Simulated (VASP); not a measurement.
# WC (P-6m2) in VASP: notebook, part 2 of 2

VASP 6.6.1. Earlier steps stand in the parts before.

## (4) Single point, PBE (volume scaled by 0.98)

File INCAR:

```
ALGO = Normal
EDIFF = 1E-7
ENCUT = 520
GGA = PE
ISIF = 2
ISMEAR = -1
LASPH = True
LCHARG = False
LREAL = False
LWAVE = False
NBANDS = 16
NELM = 60
PREC = Accurate
SIGMA = 0.05
```

File KPOINTS:

```
k-points
0
Gamma
  13 13 12
```

File POSCAR:

```
WC
1.0
    2.8810343969      0.0000000000      0.0000000000
   -1.4405171984      2.4950489769      0.0000000000
    0.0000000000      0.0000000000      2.8100128507
W C
1 1
Direct
    0.0000000000      0.0000000000      0.0000000000
    0.6666666667      0.3333333333      0.5000000000
```

The run is started by

```bash
cat potpaw_PBE.64/W_sv/POTCAR potpaw_PBE.64/C/POTCAR > POTCAR
mpirun -np 1 vasp_std > vasp.out
```

Run time: 1.7 min. Hardware: 1 thread of AMD EPYC 7R13, shared host; peak memory 0.15 GiB.

The run converged. Its results:

- Free energy: -22.3999 eV
- Pressure: 18.5 GPa
- Band gap on the k mesh: zero (band 9 reaches 12.17 eV, above the bottom of band 10 at 10.85 eV)

Stress tensor (GPa, compression positive):
```
17.96  0.00  0.00
 0.00 17.96  0.00
 0.00  0.00 19.71
```

Levels at points of the mesh, in eV from the Fermi level:
```csv
k point,band 5,band 6,band 7,band 8,band 9,band 10,band 11,band 12,band 13,band 14
"(0.00, 0.00, 0.00)",-14.68,-4.48,-3.47,-3.47,0.08,3.35,3.35,5.76,5.76,6.54
"(0.00, 0.00, 0.50)",-10.48,-8.84,-2.11,-2.11,-0.63,-0.63,3.78,4.58,4.58,10.13
```

Caveat: spin-orbit coupling is left out, which moves the levels of the heavy elements.

## (5) Single point, PBE (volume scaled by 0.99)

File INCAR:

```
PREC     = Accurate       # precision mode
ENCUT    = 520            # plane-wave cutoff, eV
EDIFF    = 1E-7           # SCF threshold, eV
ISMEAR   = -1             # smearing method
SIGMA    = 0.05           # smearing width, eV
LREAL    = F              # projectors in reciprocal space
LASPH    = T              # aspherical terms in the spheres
NELM     = 80             # most SCF steps
ALGO     = Normal         # electronic algorithm
ISIF     = 2              # what is computed and relaxed
LWAVE    = F              # write WAVECAR
LCHARG   = F              # write CHGCAR
GGA      = PE             # functional
NBANDS   = 16             # bands
```

File KPOINTS:

```
regular mesh
0
Gamma
  13 13 12
```

File POSCAR:

```
WC
1.0
    2.8908006898      0.0000000000      0.0000000000
   -1.4454003449      2.5035068347      0.0000000000
    0.0000000000      0.0000000000      2.8195383909
W C
1 1
Direct
    0.0000000000      0.0000000000      0.0000000000
    0.6666666667      0.3333333333      0.5000000000
```

Potentials or basis: VASP PAW PBE potentials, release 64 (W_sv, C).

The run is started by

```bash
cat potpaw_PBE.64/W_sv/POTCAR potpaw_PBE.64/C/POTCAR > POTCAR
mpirun -np 1 vasp_std > vasp.out
```

OUTCAR:

```text
PREC = Accurate
   ENCUT = 520
   EDIFF = 1E-7
   ISMEAR = -1
   LREAL = F
   LASPH = T
   NELM = 80
   ISIF = 2
   GGA = PE

 ion  position               nearest neighbor table
   1  0.000  0.000  0.000-   2 2.18   2 2.18   2 2.18   2 2.18   2 2.18   2 2.18
   2  0.667  0.333  0.500-   1 2.18   1 2.18   1 2.18   1 2.18   1 2.18   1 2.18

  LATTYP: Found a hexagonal cell.
 ALAT       =     2.8908006898
 C/A-ratio  =     0.9753485949

  Lattice vectors:

 A1 = (   2.8908006898,   0.0000000000,   0.0000000000)
 A2 = (  -1.4454003449,   2.5035068347,   0.0000000000)
 A3 = (   0.0000000000,   0.0000000000,   2.8195383909)

Analysis of symmetry for initial positions (statically):
=====================================================================
 Subroutine PRICEL returns:
 Original cell was already a primitive cell.

 Routine SETGRP: Setting up the symmetry group for a
 hexagonal supercell.

 Subroutine GETGRP returns: Found 12 space group operations
 (whereof 12 operations were pure point group operations)
 out of a pool of 24 trial point group operations.

[... 161 lines left out ...]

 E-fermi :  11.3361     XC(G=0): -13.8936

 val. band max:       11.3302243497   @ k =   0.0769   0.0769   0.5000
 cond. band min:      11.3812592377   @ k =   0.4615   0.0000   0.4167
 fundamental gap:      0.0510348881
 Fermi energy:        11.3360624175

 k-point     1 :       0.0000    0.0000    0.0000
  band No.  band energies     occupation
      1     -62.6426      2.00000
      2     -26.6201      2.00000
      3     -26.5175      2.00000
      4     -26.5175      2.00000
      5      -3.2589      2.00000
      6       6.9144      2.00000
[... 433 lines left out ...]
      3     -26.6484      2.00000
      4     -26.5567      2.00000
      5      -2.4885      2.00000
      6       6.7265      2.00000
[... 8 lines left out ...]
     15      25.0662      0.00000
     16      29.3693      0.00000

 [... further k-points ...]

------------------------ aborting loop because EDIFF is reached ----------------------------------------

  FORCE on cell =-STRESS in cart. coord.  units (eV):
  Direction    XX          YY          ZZ          XY          YZ          ZX
  --------------------------------------------------------------------------------------
  -------------------------------------------------------------------------------------
  Total        1.7289877      1.7289877      1.8672035      0.0000000      0.0000000      0.0000000
  in kB      135.7555302    135.7555302    146.6078692      0.0000000      0.0000000      0.0000000
  external PRESSURE =     139.3729765 kB  Pullay stress =       0.0000000 kB

 VOLUME and BASIS-vectors are now :
 -----------------------------------------------------------------------------
  energy-cutoff  :      520.00
  volume of cell :       20.41
      direct lattice vectors                 reciprocal lattice vectors
     2.890800690  0.000000000  0.000000000     0.345924921  0.199719846  0.000000000
    -1.445400345  2.503506835  0.000000000     0.000000000  0.399439692  0.000000000
     0.000000000  0.000000000  2.819538391     0.000000000  0.000000000  0.354667985

 POSITION                                       TOTAL-FORCE (eV/Angst)
 -----------------------------------------------------------------------------------
      0.00000      0.00000      0.00000        -0.000000      0.000000      0.000000
      1.44540      0.83450      1.40977         0.000000     -0.000000      0.000000
 -----------------------------------------------------------------------------------
    total drift:                                0.000000     -0.000000      0.000000

  FREE ENERGIE OF THE ION-ELECTRON SYSTEM (eV)
  ---------------------------------------------------
  free  energy   TOTEN  =       -22.4208477847 eV

  energy  without entropy=      -22.4181795613  energy(sigma->0) =      -22.41951367
```

OSZICAR:

```text
N       E                     dE             d eps       ncg     rms          rms(c)
DAV:   1     0.111689306077E+03    0.11169E+03   -0.93541E+03  4720   0.125E+03
DAV:   2    -0.222806834379E+02   -0.13397E+03   -0.12925E+03  5632   0.340E+02
DAV:   3    -0.254713205355E+02   -0.31906E+01   -0.31787E+01  5248   0.500E+01
DAV:   4    -0.254878305103E+02   -0.16510E-01   -0.16509E-01  6112   0.404E+00
DAV:   5    -0.254879525930E+02   -0.12208E-03   -0.12208E-03  5128   0.327E-01    0.336E+01
DAV:   6    -0.224956412313E+02    0.29923E+01   -0.56752E+00  5672   0.258E+01    0.909E+00
DAV:   7    -0.224481416097E+02    0.47500E-01   -0.40668E-01  4904   0.491E+00    0.646E+00
DAV:   8    -0.224221350538E+02    0.26007E-01   -0.56714E-02  5336   0.202E+00    0.113E+00
DAV:   9    -0.224208952594E+02    0.12398E-02   -0.30023E-03  5256   0.410E-01    0.114E-01
DAV:  10    -0.224208511664E+02    0.44093E-04   -0.29231E-04  5640   0.194E-01    0.641E-02
DAV:  11    -0.224208487520E+02    0.24144E-05   -0.15345E-05  5416   0.352E-02    0.948E-03
DAV:  12    -0.224208478468E+02    0.90519E-06   -0.28891E-06  5192   0.151E-02    0.129E-03
DAV:  13    -0.224208477847E+02    0.62133E-07   -0.11393E-07  4904   0.289E-03
   1 F= -.22420848E+02 E0= -.22419514E+02  d E =-.266822E-02
```

Wall time 77 s (1 thread of AMD EPYC 7R13, shared host); peak memory 0.15 GiB.

Results:

- Free energy: -22.4208 eV
- Pressure: 13.9 GPa
- Band gap on the k mesh: zero (band 9 reaches 12.02 eV, above the bottom of band 10 at 10.72 eV)

Caveat: spin-orbit coupling is left out, which moves the levels of the heavy elements.

## (6) Summary

| cell | gap on the mesh (eV) | pressure (GPa) |
| --- | --- | --- |
| a = 2.861, b = 2.861, c = 2.791 Å, angles 90.0, 90.0, 120.0°, 2 atoms | none | 28.5 |
| a = 2.871, b = 2.871, c = 2.800 Å, angles 90.0, 90.0, 120.0°, 2 atoms | none | 23.4 |
| a = 2.881, b = 2.881, c = 2.810 Å, angles 90.0, 90.0, 120.0°, 2 atoms | none | 18.5 |
| a = 2.891, b = 2.891, c = 2.820 Å, angles 90.0, 90.0, 120.0°, 2 atoms | none | 13.9 |

Alike in all rows: task single point; level PBE; potentials or basis VASP PAW PBE potentials, release 64 (W_sv, C); no spin polarisation; k mesh 13 × 13 × 12; cutoff (eV) 520; smearing fermi-dirac 0.05 eV.

Caveats: spin-orbit coupling is left out, which moves the levels of the heavy elements.

Total energies depend on the potentials used, so only differences within one code and one set of settings carry meaning.
